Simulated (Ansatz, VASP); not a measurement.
**One calculation of CuI, two programs**

The input INCAR:

```
SYSTEM = CuI
  PREC = Accurate
  ENCUT = 520
  EDIFF = 1E-6
  ISMEAR = -1
  SIGMA = 0.05
  LREAL = .False.
  LASPH = .True.
  NELM = 60
  ALGO = Normal
  ISIF = 2
  LWAVE = .False.
  LCHARG = .False.
  GGA = PS
  NBANDS = 26
```

The input KPOINTS:

```
regular mesh
0
Gamma
  7 7 4
  0 0 0
```

The input POSCAR:

```
CuI
1.0
    4.0901961900      0.0000000000      0.0000000000
    0.0000000000      4.0901961900      0.0000000000
    0.0000000000      0.0000000000      6.5514580400
I Cu
2 2
Direct
    0.0000000000      0.5000000000      0.7430343600
    0.5000000000      0.0000000000      0.2569656400
    0.0000000000      0.0000000000      0.0000000000
    0.5000000000      0.5000000000      0.0000000000
```

input.yaml

```yaml
crystal:
  lattice:
    - [4.09019619, 0.0, 0.0]
    - [0.0, 4.09019619, 0.0]
    - [0.0, 0.0, 6.55145804]
  atoms:
    - { symbol: I, position: [0.0, 0.5, 0.74303436] }
    - { symbol: I, position: [0.5, 0.0, 0.25696564] }
    - { symbol: Cu, position: [0.0, 0.0, 0.0] }
    - { symbol: Cu, position: [0.5, 0.5, 0.0] }
kpoints:
  mp_grid: { grid: [7, 7, 4] }
  band_path:
    path:
      - [0.0, 0.0, 0.0]
      - [0.0, 0.5, 0.0]
      - [0.5, 0.5, 0.0]
      - [0.0, 0.0, 0.0]
      - [0.0, 0.0, 0.5]
      - [0.0, 0.5, 0.5]
      - [0.5, 0.5, 0.5]
      - [0.0, 0.0, 0.5]
    npoints: 8
scf:
  occupations: { method: fermi_dirac, width: 0.05 }
hamiltonian:
  xc: pbesol
  pseudopotentials: { kind: all_electron, lapw: { basis_error: 0.002 } }
output:
  forces: true
  stress: true
  eigenvalues: true
```

Alike in both runs: functional PBEsol; k mesh 7 × 7 × 4; occupations fermi-dirac, width 0.05 eV; no spin polarisation.

```csv
,VASP,Ansatz
version,VASP 6.6.1,Ansatz 0.2.0
potentials or method,"VASP PAW PBE potentials, release 64 (I, Cu), cutoff 520 eV","all-electron LAPW, scalar-relativistic"
task,single point,band structure
```

|  | VASP | Ansatz | Ansatz less VASP |
| --- | --- | --- | --- |
| gap on the k mesh at the Fermi level (eV) | 1.50 | 1.49 | -0.010 |
| least direct gap on the mesh (eV) | 1.50 | 1.49 | -0.010 |
| pressure (GPa) | -1.5 | -1.7 | -0.16 |
| traceless stress, the component that is largest in VASP (GPa) | 0.27 | 0.28 | +0.010 |
| rms of the force components (eV/Å) | 0.088 | 0.095 | +0.0074 |

VASP's potentials were made for PBE, not for PBEsol. Atom by atom the forces differ by 0.007 eV/Å (rms over components). Ansatz ran all-electron here, and VASP with PAW potentials.

Spin-orbit coupling is off throughout.
